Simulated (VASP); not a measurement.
# BAs (F-43m) in VASP: further runs, part 2 of 2

VASP 6.6.1. Earlier steps stand in the parts before.

## 3. Vibrations by perturbation theory, PBE

This run uses another cell than the first one, of 12.46 Å³/atom.

File INCAR:

```
PREC = Accurate ; ENCUT = 520
EDIFF = 1E-8 ; ISMEAR = 0
SIGMA = 0.01 ; LREAL = False
LASPH = True ; NELM = 100
ALGO = Normal ; ISIF = 2
LWAVE = False ; LCHARG = True
GGA = PE ; NBANDS = 11
IBRION = 8 ; NSW = 1
LEPSILON = True
```

File KPOINTS:

```
regular mesh
0
Gamma
  10 10 10
```

File POSCAR:

```
BAs
1.0
    0.0000000000      2.3184663821      2.3184663821
    2.3184663821      0.0000000000      2.3184663821
    2.3184663821      2.3184663821      0.0000000000
B As
1 1
Direct
    0.0000000000      0.0000000000      0.0000000000
    0.7500000000      0.7500000000      0.7500000000
```

Potentials or basis: VASP PAW PBE potentials, release 64 (B, As).

The run is started by

```
cat potpaw_PBE.64/B/POTCAR potpaw_PBE.64/As/POTCAR > POTCAR
mpirun -np 1 vasp_std > vasp.out
```

OUTCAR:

```text
PREC = Accurate
   ENCUT = 520
   EDIFF = 1E-8
   ISMEAR = 0
   LREAL = False
   LASPH = True
   NELM = 100
   ISIF = 2
   GGA = PE
   IBRION = 8
   NSW = 1
   LEPSILON = True

 ion  position               nearest neighbor table
   1  0.000  0.000  0.000-   2 2.01   2 2.01   2 2.01   2 2.01
   2  0.750  0.750  0.750-   1 2.01   1 2.01   1 2.01   1 2.01

  LATTYP: Found a face centered cubic cell.
 ALAT       =     4.6369327642

  Lattice vectors:

 A1 = (   0.0000000000,   2.3184663821,   2.3184663821)
 A2 = (   2.3184663821,   0.0000000000,   2.3184663821)
 A3 = (   2.3184663821,   2.3184663821,   0.0000000000)

Analysis of symmetry for initial positions (statically):
=====================================================================
 Subroutine PRICEL returns:
 Original cell was already a primitive cell.

 Routine SETGRP: Setting up the symmetry group for a
 face centered cubic supercell.

 Subroutine GETGRP returns: Found 24 space group operations
 (whereof 24 operations were pure point group operations)
 out of a pool of 48 trial point group operations.

The static configuration has the point symmetry T_d .

Analysis of symmetry for dynamics (positions and initial velocities):
=====================================================================
 Subroutine PRICEL returns:
 Original cell was already a primitive cell.

 Routine SETGRP: Setting up the symmetry group for a
 face centered cubic supercell.

 Subroutine GETGRP returns: Found 24 space group operations
[... 594 lines left out ...]
          XX          YY          ZZ          XY          YZ          ZX
  --------------------------------------------------------------------------------
  x    -0.00000    -0.00000     0.00000     0.00000    -0.21285     0.00000
  y     0.00000    -0.00000    -0.00000     0.00000     0.00000    -0.21285
  z    -0.00000     0.00000    -0.00000    -0.21285     0.00000     0.00000

 BORN EFFECTIVE CHARGES (including local field effects) (in |e|, cummulative output)
 ---------------------------------------------------------------------------------
 ion    1
    1    -0.79481    -0.00000     0.00000
    2     0.00000    -0.79481    -0.00000
    3    -0.00000    -0.00000    -0.79481
 ion    2
    1     0.79481     0.00000    -0.00000
    2     0.00000     0.79481     0.00000
    3     0.00000     0.00000     0.79481

 INTERNAL STRAIN TENSOR FOR ION    2 for displacements in x,y,z  (eV/Angst):
          X           Y           Z          XY          YZ          ZX
  --------------------------------------------------------------------------------
  x     0.00000     0.00000     0.00000     0.00000    11.34241     0.00000
  y     0.00000     0.00000     0.00000     0.00000     0.00000    11.34241
  z     0.00000     0.00000     0.00000    11.34241     0.00000     0.00000

 SECOND DERIVATIVES (NOT SYMMETRIZED)
 ------------------------------------
               1X          1Y          1Z          2X          2Y          2Z
  1X   -20.109252    0.000000    0.000000   20.109252    0.000000    0.000000
  1Y     0.000000  -20.109252    0.000000    0.000000   20.109252    0.000000
  1Z     0.000000    0.000000  -20.109252    0.000000    0.000000   20.109252
  2X    20.102448    0.000000    0.000000  -20.102448    0.000000    0.000000
  2Y     0.000000   20.102448    0.000000    0.000000  -20.102448    0.000000
  2Z     0.000000    0.000000   20.102448    0.000000    0.000000  -20.102448

 Eigenvectors and eigenvalues of the dynamical matrix
 ----------------------------------------------------

   1 f  =   22.807402 THz   143.303134 2PiTHz  760.773045 cm-1    94.323794 meV
             X         Y         Z           dx          dy          dz
      0.000000  0.000000  0.000000    -0.000000   -0.934846   -0.000000
      3.477700  3.477700  3.477700    -0.000000    0.355054    0.000000
[... 21 lines left out ...]
   6 f/i=    0.001281 THz     0.008049 2PiTHz    0.042731 cm-1     0.005298 meV
             X         Y         Z           dx          dy          dz
      0.000000  0.000000  0.000000    -0.021279    0.264929    0.235422
      3.477700  3.477700  3.477700    -0.056027    0.697548    0.619859

--------------------------------------------------------------------------------------------------------

 MACROSCOPIC STATIC DIELECTRIC TENSOR IONIC CONTRIBUTION
 ------------------------------------------------------
           0.228104     0.000000     0.000000
           0.000000     0.228104    -0.000000
           0.000000    -0.000000     0.228104
 ------------------------------------------------------

 ELASTIC MODULI CONTR FROM IONIC RELAXATION (kBar)
 Direction    XX          YY          ZZ          XY          YZ          ZX
 --------------------------------------------------------------------------------
 XX          -0.0000     -0.0000     -0.0000      0.0000     -0.0000     -0.0000
 YY          -0.0000     -0.0000     -0.0000      0.0000      0.0000     -0.0000
 ZZ          -0.0000     -0.0000     -0.0000      0.0000      0.0000     -0.0000
 XY           0.0000      0.0000      0.0000   -426.1745     -0.0000      0.0000
 YZ          -0.0000      0.0000      0.0000     -0.0000   -426.1745     -0.0000
 ZX          -0.0000     -0.0000     -0.0000      0.0000     -0.0000   -426.1745
 --------------------------------------------------------------------------------

 PIEZOELECTRIC TENSOR IONIC CONTR  for field in x, y, z        (C/m^2)
          XX          YY          ZZ          XY          YZ          ZX
  --------------------------------------------------------------------------------
  x     0.00000    -0.00000    -0.00000     0.00000     0.29338     0.00000
  y     0.00000     0.00000     0.00000    -0.00000     0.00000     0.29338
  z    -0.00000    -0.00000    -0.00000     0.29338     0.00000    -0.00000
```

OSZICAR:

```text
N       E                     dE             d eps       ncg     rms          rms(c)
DAV:   1     0.129050278036E+02    0.12905E+02   -0.37861E+03  1034   0.649E+02
DAV:   2    -0.114045642743E+02   -0.24310E+02   -0.23395E+02  1422   0.109E+02
[... 141 lines left out ...]
RMM:   4    -0.361355989227E-01   -0.85866E-04   -0.19161E-04  6228   0.320E-02    0.349E-03
RMM:   5    -0.361125990811E-01    0.23000E-04   -0.24578E-05  6635   0.273E-03    0.845E-04
RMM:   6    -0.361056493607E-01    0.69497E-05   -0.26481E-06  6526   0.890E-04    0.215E-04
RMM:   7    -0.361047976921E-01    0.85167E-06   -0.45836E-07  6767   0.152E-04    0.467E-05
RMM:   8    -0.361047031187E-01    0.94573E-07   -0.68992E-08  6847   0.276E-05    0.146E-05
RMM:   9    -0.361047883969E-01   -0.85278E-07   -0.42836E-08  6771   0.183E-05    0.200E-06
RMM:  10    -0.361047832810E-01    0.51159E-08    0.43733E-09  5999   0.150E-06    0.107E-06
 Linear response finished
```

Wall time 4 min (1 thread of Intel Xeon 8259CL, shared host); peak memory 0.25 GiB.

What came out:

```
Electronic dielectric tensor (diagonal)                 : 9.56
Born charges (mean of the diagonal)                     : B -0.79; As +0.79 e
Highest phonon frequency at Γ, LO-TO splitting left out : 761 cm⁻¹
```

Phonon frequencies in cm⁻¹ (negative: imaginary):
```
              q point        frequencies
(0.000, 0.000, 0.000)  0 0 0 761 761 761
```

Electronic dielectric tensor:
```
9.56 0.00 0.00
0.00 9.56 0.00
0.00 0.00 9.56
```

Born effective charge tensors (e):
atom 1, B
```
-0.79  0.00  0.00
 0.00 -0.79  0.00
 0.00  0.00 -0.79
```
atom 2, As
```
0.79 0.00 0.00
0.00 0.79 0.00
0.00 0.00 0.79
```

Caveat: the cell stands under pressure or tension, which shifts response properties.

## 4. Vibrations by perturbation theory, PBE

This run uses another cell than the first one, of 13.25 Å³/atom.

File INCAR:

```
PREC = Accurate ; ENCUT = 520
EDIFF = 1E-8 ; ISMEAR = 0
SIGMA = 0.01 ; LREAL = False
LASPH = True ; NELM = 60
ALGO = Normal ; ISIF = 2
LWAVE = False ; LCHARG = False
GGA = PE ; IBRION = 8
NSW = 1 ; LEPSILON = True
```

KPOINTS is that of step 3.

File POSCAR:

```
BAs
1.0
    0.0000000000      2.3662963512      2.3662963512
    2.3662963512      0.0000000000      2.3662963512
    2.3662963512      2.3662963512      0.0000000000
B As
1 1
Direct
    0.0000000000      0.0000000000      0.0000000000
    0.7500000000      0.7500000000      0.7500000000
```

Potentials or basis: VASP PAW PBE potentials, release 64 (B, As).

The run is started by

```
cat potpaw_PBE.64/B/POTCAR potpaw_PBE.64/As/POTCAR > POTCAR
mpirun -np 1 vasp_std > vasp.out
```

OUTCAR:

```text
PREC = Accurate
   ENCUT = 520
   EDIFF = 1E-8
   ISMEAR = 0
   LREAL = False
   LASPH = True
   NELM = 60
   ISIF = 2
   GGA = PE
   IBRION = 8
   NSW = 1
   LEPSILON = True

 ion  position               nearest neighbor table
   1  0.000  0.000  0.000-   2 2.05   2 2.05   2 2.05   2 2.05
   2  0.750  0.750  0.750-   1 2.05   1 2.05   1 2.05   1 2.05

  LATTYP: Found a face centered cubic cell.
 ALAT       =     4.7325927024

  Lattice vectors:

 A1 = (   0.0000000000,   2.3662963512,   2.3662963512)
 A2 = (   2.3662963512,   0.0000000000,   2.3662963512)
 A3 = (   2.3662963512,   2.3662963512,   0.0000000000)

Analysis of symmetry for initial positions (statically):
=====================================================================
 Subroutine PRICEL returns:
 Original cell was already a primitive cell.

 Routine SETGRP: Setting up the symmetry group for a
[... 563 lines left out ...]

 SECOND DERIVATIVES (NOT SYMMETRIZED)
 ------------------------------------
               1X          1Y          1Z          2X          2Y          2Z
  1X   -17.803275    0.000000    0.000000   17.803275    0.000000    0.000000
  1Y     0.000000  -17.803275    0.000000    0.000000   17.803275    0.000000
  1Z     0.000000    0.000000  -17.803275    0.000000    0.000000   17.803275
  2X    17.800625    0.000000    0.000000  -17.800625    0.000000    0.000000
  2Y     0.000000   17.800625    0.000000    0.000000  -17.800625    0.000000
  2Z     0.000000    0.000000   17.800625    0.000000    0.000000  -17.800625

 Eigenvectors and eigenvalues of the dynamical matrix
 ----------------------------------------------------

   1 f  =   21.460162 THz   134.838173 2PiTHz  715.833945 cm-1    88.752058 meV
             X         Y         Z           dx          dy          dz
      0.000000  0.000000  0.000000     0.000000    0.934835    0.000000
      3.549445  3.549445  3.549445     0.000000   -0.355084    0.000000
[... 21 lines left out ...]
   6 f/i=    0.000530 THz     0.003331 2PiTHz    0.017684 cm-1     0.002193 meV
             X         Y         Z           dx          dy          dz
      0.000000  0.000000  0.000000     0.000000    0.000000   -0.355084
      3.549445  3.549445  3.549445     0.000000    0.000000   -0.934835

--------------------------------------------------------------------------------------------------------

 MACROSCOPIC STATIC DIELECTRIC TENSOR IONIC CONTRIBUTION
 ------------------------------------------------------
           0.144017     0.000000    -0.000000
           0.000000     0.144017     0.000000
          -0.000000     0.000000     0.144017
 ------------------------------------------------------

 ELASTIC MODULI CONTR FROM IONIC RELAXATION (kBar)
 Direction    XX          YY          ZZ          XY          YZ          ZX
 --------------------------------------------------------------------------------
 XX          -0.0000      0.0000      0.0000      0.0000     -0.0000      0.0000
 YY           0.0000     -0.0000      0.0000      0.0000      0.0000     -0.0000
 ZZ           0.0000      0.0000     -0.0000     -0.0000      0.0000      0.0000
 XY           0.0000      0.0000     -0.0000   -251.8389      0.0000      0.0000
 YZ          -0.0000      0.0000      0.0000      0.0000   -251.8389      0.0000
 ZX           0.0000     -0.0000      0.0000      0.0000      0.0000   -251.8389
 --------------------------------------------------------------------------------

 PIEZOELECTRIC TENSOR IONIC CONTR  for field in x, y, z        (C/m^2)
          XX          YY          ZZ          XY          YZ          ZX
  --------------------------------------------------------------------------------
  x     0.00000    -0.00000    -0.00000    -0.00000     0.17920    -0.00000
  y    -0.00000     0.00000    -0.00000     0.00000     0.00000     0.17920
  z    -0.00000    -0.00000     0.00000     0.17920    -0.00000     0.00000
```

stdout:

```text
POSCAR found type information on POSCAR B As
 POSCAR found :  2 types and       2 ions
 scaLAPACK will be used
 LDA part: xc-table for (Slater+PW92), standard interpolation
 POSCAR, INCAR and KPOINTS ok, starting setup
 FFT: planning ... GRIDC
 FFT: planning ... GRID_SOFT
 FFT: planning ... GRID
 WAVECAR not read
 entering main loop
[... 24 lines left out ...]
 dielectric tensor                  component  3 :     1.769     2.157     9.761
 Linear response DOF=           2
 Linear response progress:
 first order change of Fermi-energy   0.16224E-03
 force on displaced ion       1 direction 1 : -17.803   0.000   0.000
 Born effective charge ion    1 direction 1 :  -0.626   0.000   0.000
 Linear response progress:
 first order change of Fermi-energy   0.72642E-04
 force on displaced ion       2 direction 1 : -17.801   0.000   0.000
 Born effective charge ion    2 direction 1 :   0.604   0.000   0.000
 Born effective charges drift removed
 Linear response finished
```

Run time: 6.1 min. Hardware: 1 thread of Intel Xeon 8259CL, shared host; peak memory 0.26 GiB.

Results:

```
Electronic dielectric tensor (diagonal)                 : 9.76
Born charges (mean of the diagonal)                     : B -0.61; As +0.61 e
Highest phonon frequency at Γ, LO-TO splitting left out : 716 cm⁻¹
```

Phonon frequencies in cm⁻¹ (negative: imaginary):
| q point | frequencies |
| --- | --- |
| (0.000, 0.000, 0.000) | 0 0 0 716 716 716 |

Electronic dielectric tensor:
```
9.76 0.00 0.00
0.00 9.76 0.00
0.00 0.00 9.76
```

Born effective charge tensors (e):
atom 1, B
```
-0.61  0.00  0.00
 0.00 -0.61  0.00
 0.00  0.00 -0.61
```
atom 2, As
```
0.61 0.00 0.00
0.00 0.61 0.00
0.00 0.00 0.61
```

Caveat: the cell stands under pressure or tension, which shifts response properties.
